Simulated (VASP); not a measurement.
A run of VASP 6.6.1 is set up as follows.

Contents of INCAR:

```
PREC     = Accurate       # precision mode
ENCUT    = 520            # plane-wave cutoff, eV
EDIFF    = 1E-7           # SCF threshold, eV
ISMEAR   = 0              # smearing method
SIGMA    = 0.01           # smearing width, eV
LREAL    = False          # projectors in reciprocal space
LASPH    = True           # aspherical terms in the spheres
NELM     = 60             # most SCF steps
ALGO     = Normal         # electronic algorithm
ISIF     = 2              # what is computed and relaxed
LWAVE    = False          # write WAVECAR
LCHARG   = False          # write CHGCAR
NBANDS   = 28             # bands
```

Contents of KPOINTS:

```
Automatic mesh
0
Gamma
  6 6 6
```

File POSCAR:

```
BaZrO3
1.0
    4.1473626851      0.0000000000      0.0000000000
    0.0000000000      4.1473626851      0.0000000000
    0.0000000000      0.0000000000      4.1473626851
Ba Zr O
1 1 3
Direct
    0.0000000000      0.0000000000      0.0000000000
    0.5000000000      0.5000000000      0.5000000000
    0.0000000000      0.5000000000      0.5000000000
    0.5000000000      0.0000000000      0.5000000000
    0.5000000000      0.5000000000      0.0000000000
```

Potentials or basis: VASP PAW LDA potentials, release 64 (Ba_sv, Zr_sv, O).

Launch:

```console
$ cat potpaw_LDA.64/Ba_sv/POTCAR potpaw_LDA.64/Zr_sv/POTCAR potpaw_LDA.64/O/POTCAR > POTCAR
$ mpirun -np 1 vasp_std > vasp.out
```

Q: What does it give for the band gap on the k mesh?

A: 3.13 eV, indirect (least direct gap 3.31 eV).

Q: Estimate the pressure.

A: 1.5 GPa.

Caveat: spin-orbit coupling is left out, which moves the levels of the heavy elements. A k mesh can miss the band edges.
